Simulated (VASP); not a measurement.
# NaF (Villiaumite) (Fm-3m) in VASP: further runs, part 2 of 2

VASP 6.6.1.

## (3) Elastic constants, LDA

Contents of INCAR:

```
SYSTEM = NaF
PREC     = Accurate       ! precision mode
ENCUT    = 600            ! plane-wave cutoff, eV
EDIFF    = 1E-8           ! SCF threshold, eV
ISMEAR   = 0              ! smearing method
SIGMA    = 0.01           ! smearing width, eV
LREAL    = .False.        ! projectors in reciprocal space
LASPH    = .True.         ! aspherical terms in the spheres
NELM     = 100            ! most SCF steps
ALGO     = Normal         ! electronic algorithm
ISIF     = 3              ! what is computed and relaxed
LWAVE    = .False.        ! write WAVECAR
LCHARG   = .True.         ! write CHGCAR
NBANDS   = 14             ! bands
IBRION   = 6              ! ionic algorithm
NFREE    = 2            
POTIM    = 0.015          ! step
NSW      = 1              ! ionic steps
```

Contents of KPOINTS:

```
Automatic mesh
0
Gamma
  10 10 10
  0 0 0
```

Contents of POSCAR:

```
NaF
1.0
    0.0000000000      2.2513375223      2.2513375223
    2.2513375223      0.0000000000      2.2513375223
    2.2513375223      2.2513375223      0.0000000000
Na F
1 1
Direct
    0.0000000000      0.0000000000      0.0000000000
    0.5000000000      0.5000000000      0.5000000000
```

Potentials or basis: VASP PAW LDA potentials, release 64 (Na_pv, F).

On the command line:

```console
> cat potpaw_LDA.64/Na_pv/POTCAR potpaw_LDA.64/F/POTCAR > POTCAR
> mpirun -np 1 vasp_std > vasp.out
```

OUTCAR:

```text
SYSTEM = NaF
   PREC = Accurate
   ENCUT = 600
   EDIFF = 1E-8
   ISMEAR = 0
   LREAL = .False.
   LASPH = .True.
   NELM = 100
   ISIF = 3
   IBRION = 6
   NFREE = 2
   POTIM = 0.015
   NSW = 1

 ion  position               nearest neighbor table
   1  0.000  0.000  0.000-   2 2.25   2 2.25   2 2.25   2 2.25   2 2.25   2 2.25
   2  0.500  0.500  0.500-   1 2.25   1 2.25   1 2.25   1 2.25   1 2.25   1 2.25

  LATTYP: Found a face centered cubic cell.
 ALAT       =     4.5026750446

  Lattice vectors:

 A1 = (   0.0000000000,   2.2513375223,   2.2513375223)
 A2 = (   2.2513375223,   0.0000000000,   2.2513375223)
 A3 = (   2.2513375223,   2.2513375223,   0.0000000000)

Analysis of symmetry for initial positions (statically):
=====================================================================
 Subroutine PRICEL returns:
 Original cell was already a primitive cell.

 Routine SETGRP: Setting up the symmetry group for a
 face centered cubic supercell.

 Subroutine GETGRP returns: Found 48 space group operations
 (whereof 48 operations were pure point group operations)
 out of a pool of 48 trial point group operations.

The static configuration has the point symmetry O_h .

Analysis of symmetry for dynamics (positions and initial velocities):
=====================================================================
 Subroutine PRICEL returns:
[... 775 lines left out ...]
  in kB       -1.0627085     -1.4228185     -1.4228185      0.0000000     -0.0000000     -0.0000000
  external PRESSURE =      -1.3027818 kB  Pullay stress =       0.0000000 kB
[... 17 lines left out ...]
  FREE ENERGIE OF THE ION-ELECTRON SYSTEM (eV)
  ---------------------------------------------------
  free  energy   TOTEN  =        -9.3341463884 eV

  energy  without entropy=       -9.3341463884  energy(sigma->0) =       -9.33414639

 INTERNAL STRAIN TENSORS FROM STRAINED CELLS
 ============================================

 INTERNAL STRAIN TENSOR FOR ION    1 for displacements in x,y,z  (eV/Angst):
          X           Y           Z          XY          YZ          ZX
  --------------------------------------------------------------------------------
  x     0.00000     0.00000    -0.00000     0.00000     0.00000    -0.00000
  y     0.00000     0.00000     0.00000     0.00000     0.00000     0.00000
  z    -0.00000    -0.00000     0.00000     0.00000     0.00000     0.00000

 INTERNAL STRAIN TENSORS FROM DISPLACED ATOMS
 ============================================

 INTERNAL STRAIN TENSOR FOR ION    1 for displacements in x,y,z  (eV/Angst):
          X           Y           Z          XY          YZ          ZX
  --------------------------------------------------------------------------------
  x     0.00000     0.00000     0.00000     0.00000     0.00000     0.00000
  y     0.00000     0.00000     0.00000     0.00000     0.00000     0.00000
  z     0.00000     0.00000     0.00000     0.00000     0.00000     0.00000

 INTERNAL STRAIN TENSOR FOR ION    2 for displacements in x,y,z  (eV/Angst):
          X           Y           Z          XY          YZ          ZX
  --------------------------------------------------------------------------------
  x     0.00000     0.00000     0.00000     0.00000     0.00000     0.00000
  y     0.00000     0.00000     0.00000     0.00000     0.00000     0.00000
  z     0.00000     0.00000     0.00000     0.00000     0.00000     0.00000

 Eigenvectors and eigenvalues of the dynamical matrix
 ----------------------------------------------------

   1 f  =    8.383405 THz    52.674487 2PiTHz  279.640289 cm-1    34.670961 meV
             X         Y         Z           dx          dy          dz
      0.000000  0.000000  0.000000    -0.004260   -0.282249   -0.610447
      2.251338  2.251338  2.251338     0.004688    0.310575    0.671710
[... 21 lines left out ...]
   6 f/i=    0.001139 THz     0.007154 2PiTHz    0.037981 cm-1     0.004709 meV
             X         Y         Z           dx          dy          dz
      0.000000  0.000000  0.000000     0.075981   -0.717540   -0.164424
      2.251338  2.251338  2.251338     0.069051   -0.652097   -0.149427

--------------------------------------------------------------------------------------------------------

 ELASTIC MODULI CONTR FROM IONIC RELAXATION (kBar)
 Direction    XX          YY          ZZ          XY          YZ          ZX
 --------------------------------------------------------------------------------
 XX           0.0000      0.0000      0.0000      0.0000      0.0000      0.0000
 YY           0.0000      0.0000      0.0000      0.0000      0.0000      0.0000
 ZZ           0.0000      0.0000      0.0000      0.0000      0.0000      0.0000
 XY           0.0000      0.0000      0.0000      0.0000      0.0000      0.0000
 YZ           0.0000      0.0000      0.0000      0.0000      0.0000      0.0000
 ZX           0.0000      0.0000      0.0000      0.0000      0.0000      0.0000
 --------------------------------------------------------------------------------

 TOTAL ELASTIC MODULI (kBar)
 Direction    XX          YY          ZZ          XY          YZ          ZX
 --------------------------------------------------------------------------------
 XX        1352.8647    239.2424    239.2424      0.0000      0.0000     -0.0000
 YY         239.2424   1352.8647    239.2424     -0.0000      0.0000      0.0000
 ZZ         239.2424    239.2424   1352.8647      0.0000     -0.0000      0.0000
 XY           0.0000     -0.0000      0.0000    285.4528      0.0000     -0.0000
 YZ           0.0000      0.0000     -0.0000      0.0000    285.4528      0.0000
 ZX          -0.0000      0.0000      0.0000     -0.0000      0.0000    285.4528
 --------------------------------------------------------------------------------
```

stdout:

```text
POSCAR found type information on POSCAR NaF
 POSCAR found :  2 types and       2 ions
 scaLAPACK will be used
 LDA part: xc-table for (Slater(with rela. corr.)+CA(PZ))
 , standard interpolation
 POSCAR, INCAR and KPOINTS ok, starting setup
 FFT: planning ... GRIDC
 FFT: planning ... GRID_SOFT
 FFT: planning ... GRID
 WAVECAR not read
 entering main loop
 Found     2 degrees of freedom:
 Adding 6 more for cell shape distortion
 Finite differences POTIM= 0.01500 DOF=   8
 bond charge predicted
 Finite differences progress:
 bond charge predicted
 Finite differences progress:
 bond charge predicted
 Finite differences progress:
 bond charge predicted
 Finite differences progress:
 bond charge predicted
 Finite differences progress:
 bond charge predicted
 Finite differences progress:
 bond charge predicted
 Finite differences progress:
 bond charge predicted
 Finite differences progress:
 bond charge predicted
 Finite differences progress:
 bond charge predicted
 Finite differences progress:
 bond charge predicted
 Finite differences progress:
 bond charge predicted
 Finite differences progress:
 bond charge predicted
 Finite differences progress:
 bond charge predicted
 Finite differences progress:
 bond charge predicted
 Finite differences progress:
 bond charge predicted
 Finite differences progress:
```

Wall time 5.3 min (1 thread of Intel Xeon 6975P-C (Granite Rapids), shared host); peak memory 0.29 GiB.

What came out:

- Elastic constants C11, C12, C44: 135, 24, 29 GPa
- Voigt bulk modulus: 61 GPa
- Highest phonon frequency at Γ, LO-TO splitting left out: 280 cm⁻¹

Phonon frequencies in cm⁻¹ (negative: imaginary):
```tsv
q point	frequencies
(0.000, 0.000, 0.000)	0 0 0 280 280 280
```

Elastic tensor in Voigt notation (GPa, in the Cartesian axes of the cell as first typed):
```
135  24  24   0   0   0
 24 135  24   0   0   0
 24  24 135   0   0   0
  0   0   0  29   0   0
  0   0   0   0  29   0
  0   0   0   0   0  29
```

Clamped-ion elastic tensor (GPa):
```
135  24  24   0   0   0
 24 135  24   0   0   0
 24  24 135   0   0   0
  0   0   0  29   0   0
  0   0   0   0  29   0
  0   0   0   0   0  29
```
